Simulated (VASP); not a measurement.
Runs of VASP 6.6.1 on BaTiO3. The typed cell holds 10 atoms: a = 3.803 Å, b = 4.131 Å, c = 7.975 Å, α = 89.10°, β = 88.33°, γ = 89.36°. 

```csv
level,potentials or basis,U,k mesh,cutoff (eV),gap on the mesh (eV),pressure (GPa),largest force (eV/Å)
PBE,"VASP PAW PBE potentials, release 64 (Ba_sv, Ti_sv, O)",-,7 × 7 × 4,600,0.33,40.7,29.04
PBEsol+D3(BJ),"VASP PAW PBE potentials, release 64 (Ba_sv, Ti_sv, O)",-,7 × 7 × 4,520,(b),30.8,28.92
PBE,"VASP PAW PBE potentials, release 64 (Ba_sv, Ti_sv, O)",-,4 × 4 × 2,600,(a),40.7,29.04
LDA+U,"VASP PAW LDA potentials, release 64 (Ba_sv, Ti_sv, O)",Ti d U = 5.0 eV,7 × 7 × 4,600,0.66,34.4,30.37
```

Alike in all rows: task single point; no spin polarisation; cell as given; smearing fermi-dirac 0.05 eV.

Question: Fill in the values left out.

Answer: (a) 0.29; (b) 0.32.

Caveats: atoms lie so close that the PAW spheres overlap strongly, which falsifies energies and pressures; semilocal functionals underestimate gaps, and a narrow one can read as zero; spin-orbit coupling is left out, which moves the levels of the heavy elements; forces of over 1 eV/Å act on the atoms, so gaps and moduli don't describe the material at rest (at least some runs); the stress differs along the axes, from 23 to 65 GPa (at least some runs); three body term missing (at least some runs); the stress differs along the axes, from 14 to 55 GPa (at least some runs).

A k mesh can miss the band edges, and the runs leave out spin-orbit coupling on Ba.
